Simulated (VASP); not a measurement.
**BeTe: single point with r2SCAN**

BeTe:

```
Be Te
1.0
     4.03085    0.00000    0.00000
    -2.01543    3.49082    0.00000
     0.00000    0.00000    8.14404
Be Te
2 2
Direct
  0.33333 0.66667 0.25000
  0.66667 0.33333 0.75000
  0.66667 0.33333 0.25000
  0.33333 0.66667 0.75000
```

- Program: VASP 6.6.1
- Task: single point
- Functional: r2SCAN
- Potentials or basis: VASP PAW PBE potentials, release 64 (Be, Te)
- Cutoff: 520 eV
- k mesh: 6 × 6 × 4
- Occupations: fermi-dirac, width 0.02 eV
- Spin: no spin polarisation

- Pressure: 0.1 GPa
- Band gap on the k mesh: 3.06 eV, indirect (least direct gap 3.22 eV)

Stress tensor (GPa, compression positive):
```
 0.08  0.00  0.00
 0.00  0.08  0.00
 0.00  0.00 -0.01
```

Levels at points of the mesh, in eV from the valence-band top:
| k point | band 4 | band 5 | band 6 | band 7 | band 8 | band 9 | band 10 | band 11 | band 12 | band 13 |
| --- | --- | --- | --- | --- | --- | --- | --- | --- | --- | --- |
| (0.00, 0.00, 0.00) | -0.70 | -0.70 | -0.69 | -0.51 | -0.51 | 4.18 | 4.19 | 4.97 | 4.97 | 5.33 |
| (0.50, 0.00, 0.00) | -4.64 | -2.15 | -1.91 | -1.15 | -0.10 | 3.23 | 3.45 | 4.02 | 4.59 | 7.73 |
| (0.00, 0.00, 0.50) | -2.09 | -0.61 | -0.61 | -0.61 | -0.61 | 4.42 | 4.42 | 5.14 | 5.14 | 5.14 |
| (0.50, 0.00, 0.50) | -4.75 | -2.03 | -2.03 | -0.49 | -0.49 | 3.27 | 3.27 | 3.74 | 3.74 | 8.95 |

Run time: 3.1 min on 1 thread of Intel(R) Xeon(R) Platinum 8259CL CPU @ 2.50GHz (Skylake/Cascade Lake), with other jobs on the host, peak memory 0.26 GiB.

Caveat: the PAW data sets were made with another functional, which shifts forces and pressure a little; spin-orbit coupling is left out, which moves the levels of the heavy elements. r2SCAN opens gaps a little over a GGA but as a rule still falls short of measured ones.
